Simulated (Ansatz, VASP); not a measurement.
**One calculation of SiO2, two programs**

Contents of INCAR:

```
SYSTEM = SiO2
ALGO     = Normal         ! electronic algorithm
EDIFF    = 1E-7           ! SCF threshold, eV
ENCUT    = 520            ! plane-wave cutoff, eV
GGA      = PE             ! functional
ISIF     = 2              ! what is computed and relaxed
ISMEAR   = 0              ! smearing method
LASPH    = .True.         ! aspherical terms in the spheres
LCHARG   = .False.        ! write CHGCAR
LREAL    = .False.        ! projectors in reciprocal space
LWAVE    = .False.        ! write WAVECAR
NBANDS   = 25             ! bands
NELM     = 100            ! most SCF steps
PREC     = Accurate       ! precision mode
SIGMA    = 0.05           ! smearing width, eV
```

File KPOINTS:

```
k-points
0
Gamma
  6 6 10
  0 0 0
```

The input POSCAR:

```
SiO2
1.0
    3.9967865222      0.0000000000      0.0000000000
    0.0000000000      3.9967865222      0.0000000000
    0.0000000000      0.0000000000      2.5379511869
Si O
2 4
Direct
    0.5000000000      0.5000000000      0.5000000000
    0.0000000000      0.0000000000      0.0000000000
    0.6930127928      0.6930127928      0.0000000000
    0.1930127928      0.8069872072      0.5000000000
    0.3069872072      0.3069872072      0.0000000000
    0.8069872072      0.1930127928      0.5000000000
```

Input for Ansatz:

```yaml
crystal:
  lattice:
    - [3.9967865222, 0.0, 0.0]
    - [0.0, 3.9967865222, 0.0]
    - [0.0, 0.0, 2.5379511869]
  atoms:
    - { symbol: Si, position: [0.5, 0.5, 0.5] }
    - { symbol: Si, position: [0.0, 0.0, 0.0] }
    - { symbol: O, position: [0.6930127928, 0.6930127928, 0.0] }
    - { symbol: O, position: [0.1930127928, 0.8069872072, 0.5] }
    - { symbol: O, position: [0.3069872072, 0.3069872072, 0.0] }
    - { symbol: O, position: [0.8069872072, 0.1930127928, 0.5] }
basis:
  ecutwfc: 520.0
kpoints:
  mp_grid: { grid: [6, 6, 10] }
hamiltonian:
  xc: pbe
  pseudopotentials: { kind: paw, azcp: { folder: soft_1 } }
scf:
  occupations: { method: gaussian, width: 0.05 }
output:
  forces: true
  stress: true
  eigenvalues: true
```

Alike in both runs: task single point; functional PBE; k mesh 6 × 6 × 10; occupations gaussian, width 0.05 eV; no spin polarisation.

|  | VASP | Ansatz |
| --- | --- | --- |
| version | VASP 6.6.1 | Ansatz 0.2.0 |
| potentials or method | VASP PAW PBE potentials, release 64 (Si, O), cutoff 520 eV | scalar-relativistic, plane waves, PAW |
| valence electrons in the cell | 32 | 32 |

```tsv
	VASP	Ansatz	Ansatz less VASP
gap on the k mesh at the Fermi level (eV)	7.24	7.29	+0.046
least direct gap on the mesh (eV)	7.24	7.29	+0.046
rms of the force components (eV/Å)	0.722	0.706	-0.0159
```

Atom by atom the forces differ by 0.016 eV/Å (rms over components). The functional is the same, so the differences come from potentials, cutoffs and numerics.
